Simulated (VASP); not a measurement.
Set up this calculation in VASP 6.6.1, as the native input.

```yaml
Task: single point
Functional: LDA
Potentials_or_basis: VASP PAW LDA potentials, release 64 (Si, O)
Cutoff: 520 eV
k_mesh: 2 × 2 × 2
Occupations: fermi-dirac, width 0.02 eV
Spin: collinear spin, ferromagnetic start
Starting_moments: "[0.0, 0.0, 0.0, 0.0, 0.0, 0.0, 0.0, 0.0, 0.0, 0.0, 0.0, 0.0, 0.0, 0.0, 0.0, 0.0, 1.0] μB"
Dipole_correction: no
Further_INCAR_settings: LREAL = Auto; ALGO = Normal; EDIFF = 1e-06; NBANDS = 53
```

The structure of Si16O (a cell with a defect) lies in POSCAR:

```
Si16O
1.0
    0.0000000000      5.4300000000      5.4300000000
    5.4300000000      0.0000000000      5.4300000000
    5.4300000000      5.4300000000      0.0000000000
Si O
16 1
Direct
   -0.0210957643     -0.0031767956      0.0656261510
    0.0693738490      0.1445488029      0.1824677716
   -0.0393646409      0.0030110497      0.5595119705
    0.0286740331      0.2157642726      0.6479926335
    0.0605985267      0.4897697974     -0.0289594843
    0.1935451197      0.5393830571      0.1705985267
   -0.0905432781      0.5941160221      0.4858471455
    0.1436372007      0.6479650092      0.6144843462
    0.4664548803     -0.0178913444      0.0308747698
    0.6099171271      0.0815377532      0.1352762431
    0.4082412523      0.0630110497      0.5096777164
    0.6074861878      0.1046500921      0.6407642726
    0.5914272560      0.4409116022     -0.0415193370
    0.6682688766      0.5874953959      0.1294475138
    0.5292817680      0.4602762431      0.4764088398
    0.5279650092      0.6596961326      0.6438397790
    1.1771454880      0.8032780847      0.0175322284
```

One way to write it, as run:

INCAR

```
  ALGO = Normal
  EDIFF = 1E-6
  ENCUT = 520
  ISIF = 2
  ISMEAR = -1
  ISPIN = 2
  LASPH = True
  LCHARG = False
  LORBIT = 11
  LREAL = Auto
  LWAVE = False
  MAGMOM = 0 0 0 0 0 0 0 0 0 0 0 0 0 0 0 0 1
  NBANDS = 53
  NELM = 150
  PREC = Accurate
  SIGMA = 0.02
```

KPOINTS

```
k-points
0
Gamma
  2 2 2
```

Potentials or basis: VASP PAW LDA potentials, release 64 (Si, O).

Run with:

```bash
$ cat potpaw_LDA.64/Si/POTCAR potpaw_LDA.64/O/POTCAR > POTCAR
$ mpirun -np 1 vasp_std > vasp.out
```

It gave:

The pressure is -1.1 GPa and the largest force is 4.148 eV/Å. The band gap on the k mesh is 0.02 eV and the net moment is 0.00 μB per cell. The valence electrons inside the program's atomic spheres are Si 1.72, 1.65, 1.70, 1.61, 1.64, 1.66, 1.68, 1.71, 1.63; O 5.18.

Caveat: the k points lie up to 0.50 Å⁻¹ apart.

Run time: 13 min on 1 thread of Intel Xeon 6975P-C (shared host), peak memory 0.49 GiB.
